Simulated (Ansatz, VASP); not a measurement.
## Two plane-wave programs on ZrB2

```
CELL_PARAMETERS angstrom
3.17000 0.00000 0.00000
-1.58500 2.74530 0.00000
0.00000 0.00000 3.53300
ATOMIC_POSITIONS crystal
Zr 0.00000 0.00000 0.00000
B 0.66667 0.33333 0.50000
B 0.33333 0.66667 0.50000
```

Alike in both runs: task relaxation of cell and atoms; functional r2SCAN; k mesh 10 × 10 × 8; occupations fermi-dirac, width 0.05 eV; no spin polarisation.

|  | VASP | Ansatz |
| --- | --- | --- |
| version | VASP 6.6.1 | Ansatz 0.2.0 |
| potentials or method | VASP PAW PBE potentials, release 64 (Zr_sv, B) | Ansatz PAW |
| plane-wave cutoff (eV) | 600 | 500 |
| valence electrons in the cell | 18 | 18 |

|  | VASP | Ansatz | Ansatz less VASP |
| --- | --- | --- | --- |
| gap on the k mesh at the Fermi level, each at its own relaxed structure (eV) | none | none | - |
| relaxed volume (Å³/atom) | 10.29 | 10.29 | -0.002 |
| relaxed cell length with the largest relative difference (Å) | 3.555 | 3.555 | -0.0005 |

VASP's potentials were made for PBE, not for r2SCAN. A gap of «none» marks a metal or a gap that the smearing closes.

Noted on Ansatz's run: the plane-wave basis is chosen anew once the cell has moved, so the energies of steps on either side of that aren't comparable.
